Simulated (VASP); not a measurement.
Write the native input for VASP 6.6.1 that does the following.

```yaml
Task: single point
Functional: LDA
Potentials_or_basis: VASP PAW LDA potentials, release 64 (Ir)
Cutoff: 520 eV
k_mesh: 22 × 22 × 22
Occupations: gaussian, width 0.15 eV
Spin: no spin polarisation
Dipole_correction: no
Further_INCAR_settings: ALGO = Normal; EDIFF = 1e-06; NBANDS = 10
```

The structure of Ir lies in POSCAR:

```
Ir
1.0
    0.0000000000      1.8414052247      2.1489198972
    1.8414052247      0.0000000000      2.1489198972
    1.8414052247      1.8414052247      0.0000000000
Ir
1
Direct
    0.0000000000      0.0000000000      0.0000000000
```

One way to write it, as run:

INCAR

```
SYSTEM = Ir
  PREC = Accurate
  ENCUT = 520
  EDIFF = 1E-6
  ISMEAR = 0
  SIGMA = 0.15
  LREAL = .False.
  LASPH = .True.
  NELM = 100
  ALGO = Normal
  ISIF = 2
  LWAVE = .False.
  LCHARG = .False.
  GGA = CA
  NBANDS = 10
```

KPOINTS

```
Automatic mesh
0
Gamma
  22 22 22
  0 0 0
```

Potentials or basis: VASP PAW LDA potentials, release 64 (Ir).

Command:

```console
$ cat potpaw_LDA.64/Ir/POTCAR > POTCAR
$ mpirun -np 1 vasp_std > vasp.out
```

It gave:

```
Pressure               : -10.4 GPa
Band gap on the k mesh : zero (an odd number of electrons rules out a gap without spin polarisation)
```

Caveat: the stress differs along the axes, from -43 to 6 GPa; spin-orbit coupling is left out, which moves the levels of the heavy elements.

Wall time 2.5 min on 1 thread of Intel Xeon 8259CL, with other jobs on the host, peak memory 0.24 GiB.
